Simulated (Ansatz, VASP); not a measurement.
## Sn3Br: VASP beside Ansatz

The input INCAR:

```
PREC = Accurate ; ENCUT = 600
EDIFF = 1E-7 ; ISMEAR = 0
SIGMA = 0.1 ; LREAL = False
LASPH = True ; NELM = 80
ALGO = Normal ; ISIF = 3
LWAVE = False ; LCHARG = False
GGA = PE ; IBRION = 2
NSW = 90 ; EDIFFG = -0.04
```

Contents of KPOINTS:

```
regular mesh
0
Gamma
  4 4 4
```

Contents of POSCAR:

```
Sn3Br
1.0
    4.6901591608      0.0000000000      0.0000000000
    0.0000000000      4.6901591608      0.0000000000
    0.0000000000      0.0000000000      4.6419508708
Sn Br
3 1
Direct
    0.0000000000      0.5000000000      0.5000000000
    0.5000000000      0.0000000000      0.5000000000
    0.5000000000      0.5000000000      0.0000000000
    0.0000000000      0.0000000000      0.0000000000
```

Input for Ansatz:

```yaml
crystal:
  lattice:
    - [4.6901591608, 0.0, 0.0]
    - [0.0, 4.6901591608, 0.0]
    - [0.0, 0.0, 4.6419508708]
  atoms:
    - { symbol: Sn, position: [0.0, 0.5, 0.5] }
    - { symbol: Sn, position: [0.5, 0.0, 0.5] }
    - { symbol: Sn, position: [0.5, 0.5, 0.0] }
    - { symbol: Br, position: [0.0, 0.0, 0.0] }
basis:
  ecutwfc: 420
kpoints:
  mp_grid: { grid: [4, 4, 4] }
hamiltonian:
  xc: pbe
scf:
  occupations: { method: gaussian, width: 0.1 }
  lower_state_search: "off"
output:
  forces: true
  stress: true
  eigenvalues: true
relax:
  adjacent_minimum: "off"
  f_tol: 0.04
  max_steps: 70
  cell: { stress_tol: 0.4 }
```

Alike in both runs: task relaxation of cell and atoms; functional PBE; k mesh 4 × 4 × 4; occupations gaussian, width 0.1 eV; no spin polarisation.

|  | VASP | Ansatz |
| --- | --- | --- |
| version | VASP 6.6.1 | Ansatz 0.2.0 |
| potentials or method | VASP PAW PBE potentials, release 64 (Sn_d, Br), cutoff 600 eV | scalar-relativistic, plane waves, PAW |
| valence electrons in the cell | 49 | 49 |

|  | VASP | Ansatz | Ansatz less VASP |
| --- | --- | --- | --- |
| gap on the k mesh at the Fermi level, each at its own relaxed structure (eV) | none | none | - |
| relaxed volume (Å³/atom) | 28.31 | 28.41 | +0.097 |
| relaxed cell length with the largest relative difference (Å) | 4.804 | 3.539 | -1.2654 |

A gap of «none» marks a metal or a gap that the smearing closes.
